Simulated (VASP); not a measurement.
HfSi2, 12 atoms in the cell. The cell holds a slab with vacuum, 12 atoms: a = 3.660 Å, b = 3.683 Å, c = 28.008 Å, α = 90.00°, β = 90.00°, γ = 90.00°. 

```yaml
Program: VASP 6.6.1
Task: single point
Functional: PBE
Potentials_or_basis: VASP PAW PBE potentials, release 64 (Si, Hf_pv)
Cutoff: 400 eV
k_mesh: 10 × 10 × 1
Occupations: gaussian, width 0.1 eV
Spin: no spin polarisation
Dipole_correction: yes
Further_INCAR_settings: ALGO = Normal; EDIFF = 1e-06; NBANDS = 48; NELMDL = -8
```

Potentials or basis: VASP PAW PBE potentials, release 64 (Si, Hf_pv).

Run with:

```console
$ cat potpaw_PBE.64/Si/POTCAR potpaw_PBE.64/Hf_pv/POTCAR > POTCAR
$ mpirun -np 1 vasp_std > vasp.out
```

Hardware: 1 thread of Intel(R) Xeon(R) Platinum 8259CL CPU @ 2.50GHz (Skylake/Cascade Lake), with other jobs on the host.

Q: How long does it take, and how much memory?

A: Run time: 17 min on 1 thread of Intel(R) Xeon(R) Platinum 8259CL CPU @ 2.50GHz (Skylake/Cascade Lake) (shared host), peak memory 0.53 GiB. Counts: scf iterations 34, k points 36.
